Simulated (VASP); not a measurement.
# SbPt (P6_3/mmc) in VASP: notebook

The runs below take SbPt through relaxation of shape and atoms at fixed volume, with r2SCAN+rVV10, r2SCAN.

All numbers are computed with VASP 6.6.1; they aren't measurements. Logs are shortened: lines on timing, memory, paths and dates and some standing lists are left out, and cuts for length are marked.

### 1 The cell of the first run

Symmetry: P6_3/mmc, No. 194, hexagonal system. The conventional cell has a = 4.113 Å, b = 4.113 Å, c = 5.527 Å, α = 90.00°, β = 90.00°, γ = 120.00°. Sb (site symmetry -6m2) has 6 Pt at 2.75 Å and 6 Sb at 3.64 Å within 3.7 Å. Within 3.6 Å of Pt (site symmetry -3m) lie 6 Sb at 2.75 Å and 2 Pt at 2.76 Å.

### 2 Relaxation of shape and atoms at fixed volume, r2SCAN+rVV10 (20.24 Å³/atom)

POSCAR

```
SbPt
1.0
    4.1125360380      0.0000000000      0.0000000000
   -2.0562680190      3.5615606829      0.0000000000
    0.0000000000      0.0000000000      5.5265353831
Sb Pt
2 2
Direct
    0.3333333333      0.6666666667      0.2500000000
    0.6666666667      0.3333333333      0.7500000000
    0.0000000000      0.0000000000      0.0000000000
    0.0000000000      0.0000000000      0.5000000000
```

INCAR.step1

```
SYSTEM = SbPt
PREC = Accurate
ENCUT = 600
ISMEAR = 0
SIGMA = 0.05
LREAL = .FALSE.
LASPH = .TRUE.
NELM = 80
GGA = PE
ALGO = Normal
EDIFF = 1E-4
LWAVE = .TRUE.
LCHARG = .FALSE.
```

INCAR.step2

```
SYSTEM = SbPt
PREC = Accurate
ENCUT = 600
EDIFF = 1E-6
ISMEAR = 0
SIGMA = 0.05
LREAL = .FALSE.
LASPH = .TRUE.
NELM = 80
ALGO = Normal
ISIF = 4
LWAVE = .FALSE.
LCHARG = .FALSE.
METAGGA = R2SCAN
LMIXTAU = .TRUE.
LUSE_VDW = .TRUE.
IVDW_NL = 2
BPARAM = 11.95
CPARAM = 0.0093
IBRION = 2
NSW = 60
EDIFFG = -0.01
ISTART = 1
```

KPOINTS

```
Automatic mesh
0
G
  6 6 4
  0 0 0
```

Potentials or basis: VASP PAW PBE potentials, release 64 (Sb, Pt).

Launch:

```console
> cat potpaw_PBE.64/Sb/POTCAR potpaw_PBE.64/Pt/POTCAR > POTCAR
> cp INCAR.step1 INCAR
> mpirun -np 1 vasp_std > vasp.out
> cp INCAR.step2 INCAR
> mpirun -np 1 vasp_std > vasp.out
```

OUTCAR:

```text
SYSTEM = SbPt
   PREC = Accurate
   ENCUT = 600
   EDIFF = 1E-6
   ISMEAR = 0
   LREAL = .FALSE.
   LASPH = .TRUE.
   NELM = 80
   ISIF = 4
   METAGGA = R2SCAN
   IVDW_NL = 2
   BPARAM = 11.95
   IBRION = 2
   NSW = 60
   EDIFFG = -0.01
   ISTART = 1

 ion  position               nearest neighbor table
   1  0.333  0.667  0.250-   3 2.75   4 2.75   3 2.75   4 2.75   3 2.75   4 2.75   2 3.64   2 3.64
                             2 3.64   2 3.64   2 3.64   2 3.64
   2  0.667  0.333  0.750-   3 2.75   4 2.75   3 2.75   4 2.75   3 2.75   4 2.75   1 3.64   1 3.64
                             1 3.64   1 3.64   1 3.64   1 3.64
   3  0.000  0.000  0.000-   1 2.75   2 2.75   2 2.75   1 2.75   2 2.75   1 2.75   4 2.76   4 2.76

   4  0.000  0.000  0.500-   1 2.75   2 2.75   2 2.75   1 2.75   2 2.75   1 2.75   3 2.76   3 2.76

  LATTYP: Found a hexagonal cell.
 ALAT       =     4.1125360380
 C/A-ratio  =     1.3438266150

  Lattice vectors:

 A1 = (   4.1125360380,   0.0000000000,   0.0000000000)
 A2 = (  -2.0562680190,   3.5615606829,   0.0000000000)
 A3 = (   0.0000000000,   0.0000000000,   5.5265353831)

Analysis of symmetry for initial positions (statically):
=====================================================================
 Subroutine PRICEL returns:
 Original cell was already a primitive cell.

 Routine SETGRP: Setting up the symmetry group for a
 hexagonal supercell.

 Subroutine GETGRP returns: Found 24 space group operations
 (whereof 12 operations were pure point group operations)
 out of a pool of 24 trial point group operations.

The static configuration has the point symmetry D_3d.
 The point group associated with its full space group is D_6h.

Analysis of symmetry for dynamics (positions and initial velocities):
=====================================================================
 Subroutine PRICEL returns:
 Original cell was already a primitive cell.

 Routine SETGRP: Setting up the symmetry group for a
 hexagonal supercell.

 Subroutine GETGRP returns: Found 24 space group operations
 (whereof 12 operations were pure point group operations)
 out of a pool of 24 trial point group operations.

The dynamic configuration has the point symmetry D_3d.
 The point group associated with its full space group is D_6h.

 Subroutine INISYM returns: Found 24 space group operations
 (whereof 12 operations are pure point group operations),
 and found     1 'primitive' translations

----------------------------------------------------------------------------------------

                                     Primitive cell

  volume of cell :      80.9474

  direct lattice vectors                    reciprocal lattice vectors
     4.112536038  0.000000000  0.000000000     0.243158963  0.140387893  0.000000000
    -2.056268019  3.561560683  0.000000000     0.000000000  0.280775786  0.000000000
     0.000000000  0.000000000  5.526535383     0.000000000  0.000000000  0.180945191

  length of vectors
     4.112536038  4.112536038  5.526535383     0.280775786  0.280775786  0.180945191

  position of ions in fractional coordinates (direct lattice)
     0.333333333  0.666666667  0.250000000
     0.666666667  0.333333333  0.750000000
     0.000000000  0.000000000  0.000000000
     0.000000000  0.000000000  0.500000000

  ion indices of the primitive-cell ions
   primitive index   ion index
                 1           1
                 2           2
                 3           3
                 4           4

----------------------------------------------------------------------------------------

 KPOINTS: Automatic mesh

Automatic generation of k-mesh.
 Grid dimensions read from file:
 generate k-points for:    6    6    4

 Generating k-lattice:

  Cartesian coordinates                     Fractional coordinates (reciprocal lattice)
     0.040526494  0.023397982  0.000000000     0.166666667 -0.000000000  0.000000000
     0.000000000  0.046795964  0.000000000     0.000000000  0.166666667  0.000000000
     0.000000000  0.000000000  0.045236298     0.000000000  0.000000000  0.250000000

  Length of vectors
     0.046795964  0.046795964  0.045236298

  Shift w.r.t. Gamma in fractional coordinates (k-lattice)
     0.000000000  0.000000000  0.000000000

 Subroutine IBZKPT returns following result:
 ===========================================

 Found     21 irreducible k-points:

 Following reciprocal coordinates:
            Coordinates               Weight
  0.000000  0.000000  0.000000      1.000000
  0.166667  0.000000  0.000000      6.000000
  0.333333  0.000000  0.000000      6.000000
  0.500000  0.000000  0.000000      3.000000
  0.166667  0.166667  0.000000      6.000000
  0.333333  0.166667  0.000000     12.000000
[... 13 lines left out ...]
  0.333333  0.166667  0.500000     12.000000
  0.333333  0.333333  0.500000      2.000000
   k-points           NKPTS =     21   k-points in BZ     NKDIM =     21   number of bands    NBANDS=     19
[... 66 lines left out ...]
  ---------------------------------------------------
  free energy    TOTEN  =      -155.54459111 eV

  energy without entropy =     -155.54311885  energy(sigma->0) =     -155.54385498

------------------------ aborting loop because EDIFF is reached ----------------------------------------

  FORCE on cell =-STRESS in cart. coord.  units (eV):
  Direction    XX          YY          ZZ          XY          YZ          ZX
  --------------------------------------------------------------------------------------
  -------------------------------------------------------------------------------------
  Total        1.7799693      1.7799693      1.9854148      0.0000000      0.0000000      0.0000000
  in kB       35.2306028     35.2306028     39.2969482      0.0000000      0.0000000      0.0000000
  external PRESSURE =      36.5860512 kB  Pullay stress =       0.0000000 kB

 VOLUME and BASIS-vectors are now :
 -----------------------------------------------------------------------------
  energy-cutoff  :      600.00
  volume of cell :       80.95
      direct lattice vectors                 reciprocal lattice vectors
     4.112536038  0.000000000  0.000000000     0.243158963  0.140387893  0.000000000
    -2.056268019  3.561560683  0.000000000     0.000000000  0.280775786  0.000000000
     0.000000000  0.000000000  5.526535383     0.000000000  0.000000000  0.180945191

 POSITION                                       TOTAL-FORCE (eV/Angst)
 -----------------------------------------------------------------------------------
     -0.00000      2.37437      1.38163         0.000000      0.000000      0.000000
      2.05627      1.18719      4.14490        -0.000000     -0.000000      0.000000
      0.00000      0.00000      0.00000        -0.000000      0.000000      0.000000
      0.00000      0.00000      2.76327        -0.000000      0.000000      0.000000
 -----------------------------------------------------------------------------------
    total drift:                                0.000000     -0.000000      0.000000

  FREE ENERGIE OF THE ION-ELECTRON SYSTEM (eV)
  ---------------------------------------------------
  free  energy   TOTEN  =      -155.5445911120 eV

  energy  without entropy=     -155.5431188492  energy(sigma->0) =     -155.54385498

--------------------------------------- Ionic step        2  -------------------------------------------

 number of electron      30.0000001 magnetization

 Free energy of the ion-electron system (eV)
  ---------------------------------------------------
  ext. energy  EPLUGINS =         0.00000000
  ---------------------------------------------------
  free energy    TOTEN  =      -155.54477146 eV

  energy without entropy =     -155.54329919  energy(sigma->0) =     -155.54403532

 E-fermi :  10.1896     XC(G=0): -12.2724

 val. band max:       10.1553663011   @ k =   0.3333   0.0000   0.2500
 cond. band min:      10.4439996091   @ k =   0.3333   0.0000   0.0000
 fundamental gap:      0.2886333079
 Fermi energy:        10.1895698865

 k-point     1 :       0.0000    0.0000    0.0000
  band No.  band energies     occupation
      1      -3.4093      2.00000
      2       0.7147      2.00000
      3       2.6113      2.00000
      4       3.7898      2.00000
      5       3.7898      2.00000
      6       4.0376      2.00000
[... 11 lines left out ...]
     18      13.9913      0.00000
     19      13.9913      0.00000
[... 419 lines left out ...]
 k-point    21 :       0.3333    0.3333    0.5000
  band No.  band energies     occupation
      1      -0.4959      2.00000
      2      -0.4959      2.00000
      3       3.8166      2.00000
      4       3.8166      2.00000
      5       3.8855      2.00000
      6       3.8855      2.00000
[... 11 lines left out ...]
     18      14.5154      0.00000
     19      16.0734      0.00000

------------------------ aborting loop because EDIFF is reached ----------------------------------------

  FORCE on cell =-STRESS in cart. coord.  units (eV):
  Direction    XX          YY          ZZ          XY          YZ          ZX
  --------------------------------------------------------------------------------------
  -------------------------------------------------------------------------------------
  Total        1.8294270      1.8294270      1.8420077      0.0000000      0.0000000      0.0000000
  in kB       36.2095091     36.2095091     36.4585167      0.0000000      0.0000000      0.0000000
  external PRESSURE =      36.2925117 kB  Pullay stress =       0.0000000 kB

 VOLUME and BASIS-vectors are now :
 -----------------------------------------------------------------------------
  energy-cutoff  :      600.00
  volume of cell :       80.95
      direct lattice vectors                 reciprocal lattice vectors
     4.109142146 -0.000000000  0.000000000     0.243359797  0.140503845  0.000000000
    -2.054571073  3.558621486  0.000000000     0.000000000  0.281007689  0.000000000
    -0.000000000  0.000000000  5.535668292    -0.000000000 -0.000000000  0.180646662

 POSITION                                       TOTAL-FORCE (eV/Angst)
 -----------------------------------------------------------------------------------
     -0.00000      2.37241      1.38392        -0.000000      0.000000      0.000000
      2.05457      1.18621      4.15175        -0.000000     -0.000000      0.000000
      4.10914     -0.00000      0.00000         0.000000      0.000000      0.000000
      4.10914     -0.00000      2.76783         0.000000      0.000000      0.000000
 -----------------------------------------------------------------------------------
    total drift:                                0.000000     -0.000000      0.000000

  FREE ENERGIE OF THE ION-ELECTRON SYSTEM (eV)
  ---------------------------------------------------
  free  energy   TOTEN  =      -155.5447714600 eV

  energy  without entropy=     -155.5432991886  energy(sigma->0) =     -155.54403532

 reached required accuracy - stopping structural energy minimisation
```

Run time: 4.9 min. Hardware: 1 thread of Intel Xeon 8259CL, shared host; peak memory 0.5 GiB.

Results:

* Free energy: -155.5448 eV
* Energy gained by relaxing: 0.0 meV/atom
* Ionic steps: 2
* Pressure after relaxing: 3.6 GPa
* Band gap on the k mesh: zero (bands 15 and 16 overlap by 4.41 eV)

The path:
| step | energy change (eV) | largest force (eV/Å) | pressure (GPa) | volume (Å³) |
| --- | --- | --- | --- | --- |
| 1 | 0.0000 | 0.0000 | 3.66 | 80.95 |
| 2 | -0.0002 | 0.0000 | 3.63 | 80.95 |

Final structure:
```cif
data_structure
_symmetry_space_group_name_H-M 'P 1'
_symmetry_Int_Tables_number 1
_cell_length_a 4.1091
_cell_length_b 4.1091
_cell_length_c 5.5357
_cell_angle_alpha 90.000
_cell_angle_beta 90.000
_cell_angle_gamma 120.000
_cell_volume 80.95
loop_
_atom_site_label
_atom_site_type_symbol
_atom_site_fract_x
_atom_site_fract_y
_atom_site_fract_z
_atom_site_occupancy
Sb1 Sb 0.33333 0.66667 0.25000 1
Sb2 Sb 0.66667 0.33333 0.75000 1
Pt1 Pt 0.00000 0.00000 0.00000 1
Pt2 Pt 0.00000 0.00000 0.50000 1
```

Caveat: the PAW data sets were made with another functional, which shifts forces and pressure a little; spin-orbit coupling is left out, which moves the levels of the heavy elements.

### 3 Relaxation of shape and atoms at fixed volume, r2SCAN (20.46 Å³/atom)

This run uses another cell than the first one, of 20.46 Å³/atom.

POSCAR

```
SbPt
1.0
    4.1277821835      0.0000000000      0.0000000000
   -2.0638910918      3.5747642321      0.0000000000
    0.0000000000      0.0000000000      5.5454829367
Sb Pt
2 2
Direct
    0.3333333333      0.6666666667      0.2500000000
    0.6666666667      0.3333333333      0.7500000000
    0.0000000000      0.0000000000      0.0000000000
    0.0000000000      0.0000000000      0.5000000000
```

INCAR.step1

```
PREC     = Accurate       # precision mode
ENCUT    = 600            # plane-wave cutoff, eV
ISMEAR   = 0              # smearing method
SIGMA    = 0.05           # smearing width, eV
LREAL    = F              # projectors in reciprocal space
LASPH    = T              # aspherical terms in the spheres
NELM     = 100            # most SCF steps
GGA      = PE             # functional
ALGO     = Normal         # electronic algorithm
EDIFF    = 1E-4           # SCF threshold, eV
LWAVE    = T              # write WAVECAR
LCHARG   = F              # write CHGCAR
```

INCAR.step2

```
PREC     = Accurate       # precision mode
ENCUT    = 600            # plane-wave cutoff, eV
EDIFF    = 1E-7           # SCF threshold, eV
ISMEAR   = 0              # smearing method
SIGMA    = 0.05           # smearing width, eV
LREAL    = F              # projectors in reciprocal space
LASPH    = T              # aspherical terms in the spheres
NELM     = 100            # most SCF steps
ALGO     = Normal         # electronic algorithm
ISIF     = 4              # what is computed and relaxed
LWAVE    = F              # write WAVECAR
LCHARG   = F              # write CHGCAR
METAGGA  = R2SCAN         # meta-GGA
LMIXTAU  = T            
IBRION   = 2              # ionic algorithm
NSW      = 60             # ionic steps
EDIFFG   = -0.01          # ionic threshold
ISTART   = 1
```

KPOINTS

```
regular mesh
0
Gamma
  6 6 4
```

Potentials or basis: VASP PAW PBE potentials, release 64 (Sb, Pt).

Launch:

```console
> cat potpaw_PBE.64/Sb/POTCAR potpaw_PBE.64/Pt/POTCAR > POTCAR
> cp INCAR.step1 INCAR
> mpirun -np 1 vasp_std > vasp.out
> cp INCAR.step2 INCAR
> mpirun -np 1 vasp_std > vasp.out
```

It took 4.6 min on 1 thread of Intel Xeon 8259CL, shared host; peak memory 0.28 GiB.

It converged, with:

```yaml
Free_energy: -156.1920 eV
Energy_gained_by_relaxing: 0.0 meV/atom
Ionic_steps: 2
Pressure_after_relaxing: 3.0 GPa
Band_gap_on_the_k_mesh: zero (bands 15 and 16 overlap by 4.35 eV)
```

Step by step:
```tsv
step	energy change (eV)	largest force (eV/Å)	pressure (GPa)	volume (Å³)
1	0.0000	0.0000	2.99	81.83
2	-0.0001	0.0000	2.97	81.83
```

Final structure:
```
Sb Pt
1.0
     4.12499    0.00000    0.00000
    -2.06250    3.57235    0.00000
     0.00000    0.00000    5.55299
Sb Pt
2 2
Direct
  0.33333 0.66667 0.25000
  0.66667 0.33333 0.75000
  0.00000 0.00000 0.00000
  0.00000 0.00000 0.50000
```

Levels at points of the mesh, in eV from the Fermi level:
```tsv
k point	band 13	band 14	band 15	band 16	band 17	band 18
(0.00, 0.00, 0.00)	-0.13	-0.13	0.55	2.32	2.78	3.78
(0.50, 0.00, 0.00)	-2.91	-2.61	-2.42	-0.55	1.78	4.52
(0.00, 0.00, 0.50)	-1.23	-1.23	2.40	2.40	2.40	2.40
(0.50, 0.00, 0.50)	-3.31	-3.31	0.33	0.33	1.88	1.88
```

Caveat: the PAW data sets were made with another functional, which shifts forces and pressure a little; spin-orbit coupling is left out, which moves the levels of the heavy elements.

### 4 Relaxation of shape and atoms at fixed volume, r2SCAN+rVV10 (20.65 Å³/atom)

This run uses another cell than the first one, of 20.65 Å³/atom.

POSCAR

```
SbPt
1.0
    4.1376288913      0.0000000000      0.0000000000
   -2.0688144457      3.5832917313      0.0000000000
    0.0000000000      0.0000000000      5.5711293394
Sb Pt
2 2
Direct
    0.3333333333      0.6666666667      0.2500000000
    0.6666666667      0.3333333333      0.7500000000
    0.0000000000      0.0000000000      0.0000000000
    0.0000000000      0.0000000000      0.5000000000
```

INCAR.step1

```
PREC = Accurate
ENCUT = 600
ISMEAR = 0
SIGMA = 0.05
LREAL = F
LASPH = T
NELM = 100
GGA = PE
ALGO = Normal
EDIFF = 1E-4
LWAVE = T
LCHARG = F
```

INCAR.step2

```
PREC = Accurate
ENCUT = 600
EDIFF = 1E-6
ISMEAR = 0
SIGMA = 0.05
LREAL = F
LASPH = T
NELM = 100
ALGO = Normal
ISIF = 4
LWAVE = F
LCHARG = F
METAGGA = R2SCAN
LMIXTAU = T
LUSE_VDW = T
IVDW_NL = 2
BPARAM = 11.95
CPARAM = 0.0093
IBRION = 2
NSW = 60
EDIFFG = -0.01
ISTART = 1
```

KPOINTS

```
Automatic mesh
0
Gamma
  6 6 4
```

Launch:

```console
> cat potpaw_PBE.64/Sb/POTCAR potpaw_PBE.64/Pt/POTCAR > POTCAR
> cp INCAR.step1 INCAR
> mpirun -np 1 vasp_std > vasp.out
> cp INCAR.step2 INCAR
> mpirun -np 1 vasp_std > vasp.out
```

Run time: 5.6 min. Hardware: 1 thread of Intel Xeon 8259CL, shared host; peak memory 0.5 GiB.

It converged, with:

```
Free energy               : -155.5653 eV
Energy gained by relaxing : 0.0 meV/atom
Ionic steps               : 2
Pressure after relaxing   : 0.4 GPa
Band gap on the k mesh    : zero (bands 15 and 16 overlap by 4.30 eV)
```

Final structure:
```
CELL_PARAMETERS angstrom
4.13895 0.00000 0.00000
-2.06948 3.58444 0.00000
0.00000 0.00000 5.56757
ATOMIC_POSITIONS crystal
Sb 0.33333 0.66667 0.25000
Sb 0.66667 0.33333 0.75000
Pt 0.00000 0.00000 0.00000
Pt 0.00000 0.00000 0.50000
```

Levels at points of the mesh, in eV from the Fermi level:
| k point | band 13 | band 14 | band 15 | band 16 | band 17 | band 18 |
| --- | --- | --- | --- | --- | --- | --- |
| (0.00, 0.00, 0.00) | -0.11 | -0.11 | 0.56 | 2.32 | 2.76 | 3.75 |
| (0.50, 0.00, 0.00) | -2.86 | -2.56 | -2.36 | -0.56 | 1.78 | 4.49 |
| (0.00, 0.00, 0.50) | -1.22 | -1.22 | 2.40 | 2.40 | 2.40 | 2.40 |
| (0.50, 0.00, 0.50) | -3.25 | -3.25 | 0.35 | 0.35 | 1.86 | 1.86 |

Caveat: the PAW data sets were made with another functional, which shifts forces and pressure a little; spin-orbit coupling is left out, which moves the levels of the heavy elements.

### 5 Summary

| level | cell | gap on the mesh (eV) | pressure (GPa) |
| --- | --- | --- | --- |
| r2SCAN+rVV10 | relaxed from a = 4.113, b = 4.113, c = 5.527 Å, angles 90.0, 90.0, 120.0°, 4 atoms | none | 3.6 |
| r2SCAN | relaxed from a = 4.128, b = 4.128, c = 5.545 Å, angles 90.0, 90.0, 120.0°, 4 atoms | none | 3.0 |
| r2SCAN+rVV10 | relaxed from a = 4.138, b = 4.138, c = 5.571 Å, angles 90.0, 90.0, 120.0°, 4 atoms | none | 0.4 |

Alike in all rows: task relaxation of shape and atoms at fixed volume; potentials or basis VASP PAW PBE potentials, release 64 (Sb, Pt); no spin polarisation; k mesh 6 × 6 × 4; cutoff (eV) 600; smearing gaussian 0.05 eV.

Caveats: the PAW data sets were made with another functional, which shifts forces and pressure a little; spin-orbit coupling is left out, which moves the levels of the heavy elements.

Absolute energies hang on the potentials; compare differences alone.

The gap in the log of VASP goes by the Fermi energy; the results here count the filled bands.